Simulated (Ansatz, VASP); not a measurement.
## Y2GeS4 in VASP and in Ansatz

```
Y Ge S
1.0
     0.00000    5.66454    5.66454
     5.66454    0.00000    5.66454
     5.66454    5.66454    0.00000
Y Ge S
4 2 8
Direct
  0.62500 0.62500 0.62500
  0.12500 0.62500 0.62500
  0.62500 0.12500 0.62500
  0.62500 0.62500 0.12500
  0.25000 0.25000 0.25000
  0.00000 0.00000 0.00000
  0.38280 0.85160 0.38280
  0.38280 0.38280 0.38280
  0.85160 0.38280 0.38280
  0.38280 0.38280 0.85160
  0.39840 0.86720 0.86720
  0.86720 0.39840 0.86720
  0.86720 0.86720 0.39840
  0.86720 0.86720 0.86720
```

Alike in both runs: functional PBE; k mesh 4 × 4 × 4; occupations gaussian, width 0.02 eV; no spin polarisation.

Ansatz relaxed the structure, and its values are those at the end. VASP's run is a single point on that final structure, the one shown.

```csv
,VASP,Ansatz
version,VASP 6.6.1,Ansatz 0.2.0
potentials or method,"VASP PAW PBE potentials, release 64 (Y_sv, Ge_d, S), cutoff 520 eV","scalar-relativistic, plane waves, PAW"
valence electrons in the cell,120,120
```

VASP gave:

```
gap on the k mesh at the Fermi level (eV) : 1.50
least direct gap on the mesh (eV)         : 1.55
pressure (GPa)                            : 0.0
```

Task: What did Ansatz give for the same quantities?

Result: gap on the k mesh at the Fermi level (eV): 1.50; least direct gap on the mesh (eV): 1.54; pressure (GPa): 0.0.
